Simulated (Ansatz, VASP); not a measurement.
**SnSe in VASP and in Ansatz**

```xyz
4
Lattice="4.2853 0.0000 0.0000 0.0000 4.2853 0.0000 0.0000 0.0000 10.9907" Properties=species:S:1:pos:R:3 pbc="T T T"
Sn    2.1427    0.0000    4.0911
Sn    0.0000    2.1427    6.8996
Se    2.2698    0.1272    6.7630
Se    0.0000    2.1427    4.2200
```

Alike in both runs: task single point; functional r2SCAN; k mesh 6 × 6 × 4; occupations gaussian, width 0.05 eV; no spin polarisation.

|  | VASP | Ansatz |
| --- | --- | --- |
| version | VASP 6.6.1 | Ansatz 0.2.0 |
| potentials or method | VASP PAW PBE potentials, release 64 (Sn_d, Se), cutoff 520 eV | scalar-relativistic, plane waves, PAW |
| valence electrons in the cell | 40 | 60 |

VASP gave:

| Quantity | Value |
| --- | --- |
| gap on the k mesh at the Fermi level (eV) | 1.77 |
| least direct gap on the mesh (eV) | 1.78 |
| rms of the force components (eV/Å) | 0.114 |

Problem. Which values does Ansatz return?

Solution. gap on the k mesh at the Fermi level (eV): 1.78; least direct gap on the mesh (eV): 1.79; rms of the force components (eV/Å): 0.112.

VASP's potentials were made for PBE, not for r2SCAN. Atom by atom the forces differ by 0.008 eV/Å (rms over components). With one functional, cell and mesh, what is left measures potentials, basis and numerics. VASP's potentials hold 40 valence electrons a cell and Ansatz's 60, so a difference there can come from the potentials and not from the codes.
